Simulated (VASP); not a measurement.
A run of VASP 6.6.1 is set up as follows.

INCAR

```
SYSTEM = HfN
PREC     = Accurate       ! precision mode
ENCUT    = 520            ! plane-wave cutoff, eV
EDIFF    = 1E-6           ! SCF threshold, eV
ISMEAR   = 0              ! smearing method
SIGMA    = 0.15           ! smearing width, eV
LREAL    = .FALSE.        ! projectors in reciprocal space
LASPH    = .TRUE.         ! aspherical terms in the spheres
NELM     = 100            ! most SCF steps
ALGO     = Normal         ! electronic algorithm
ISIF     = 2              ! what is computed and relaxed
LWAVE    = .FALSE.        ! write WAVECAR
LCHARG   = .TRUE.         ! write CHGCAR
GGA      = PE             ! functional
LELF     = .TRUE.         ! ELF
LVHAR    = .TRUE.       
NBANDS   = 14             ! bands
```

KPOINTS

```
Automatic mesh
0
G
  18 18 18
  0 0 0
```

File POSCAR:

```
HfN
1.0
    0.0000000000      2.1686400000      2.3493600000
    2.1686400000      0.0000000000      2.3493600000
    2.1686400000      2.1686400000      0.0000000000
Hf N
1 1
Direct
    0.0000000000      0.0000000000      0.0000000000
    0.5000000000      0.5000000000      0.5000000000
```

Potentials or basis: VASP PAW PBE potentials, release 64 (Hf_pv, N).

The run is started by

```sh
$ cat potpaw_PBE.64/Hf_pv/POTCAR potpaw_PBE.64/N/POTCAR > POTCAR
$ mpirun -np 1 vasp_std > vasp.out
```

Estimate the pressure.

20.7 GPa.

Estimate the band gap on the k mesh.

zero (an odd number of electrons rules out a gap without spin polarisation).

Stress tensor (GPa, compression positive):
```
35.43  0.00  0.00
 0.00 35.43  0.00
 0.00  0.00 -8.89
```

Caveat: the cell differs from its parent crystal (strain -0.040 along x and y, +0.040 along z); the stress differs along the axes, from -9 to 35 GPa; spin-orbit coupling is left out, which moves the levels of the heavy elements; an odd number of electrons without spin polarisation forces a metal; a magnetic or distorted state may lie lower.
